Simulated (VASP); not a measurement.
A run of VASP 6.6.1 is set up as follows.

The input INCAR:

```
ALGO = Normal
DIPOL = 0.5 0.5 0.297
EDIFF = 1E-6
ENCUT = 520
GGA = PE
GGA_COMPAT = F
IDIPOL = 3
ISIF = 2
ISMEAR = 0
LASPH = T
LCHARG = F
LDIPOL = T
LREAL = F
LWAVE = F
NBANDS = 16
NELM = 120
NELMDL = -8
PREC = Accurate
SIGMA = 0.1
```

Contents of KPOINTS:

```
k-points
0
Gamma
  6 6 1
```

The input POSCAR:

```
Be2Ru
1.0
    2.6340685456      0.0000000000      0.0000000000
   -1.3170342728      2.2811702758      0.0000000000
    0.0000000000      0.0000000000     28.6400462000
Be Ru
2 1
Direct
    0.3333333333      0.6666666667      0.3586215913
    0.6666666667      0.3333333333      0.2349528701
    0.0000000000      0.0000000000      0.2967872307
```

Potentials or basis: VASP PAW PBE potentials, release 64 (Be, Ru_pv).

The run is started by

```bash
$ cat potpaw_PBE.64/Be/POTCAR potpaw_PBE.64/Ru_pv/POTCAR > POTCAR
$ mpirun -np 1 vasp_std > vasp.out
```

(1) What does it give for the band gap on the k mesh?

(2) What does it give for the largest force?

## Answers

(1) zero (bands 9 and 10 overlap by 1.62 eV).

(2) 0.384 eV/Å.

Caveat: the k points lie up to 0.46 Å⁻¹ apart, too coarse for converged energies and pressures of a metal.
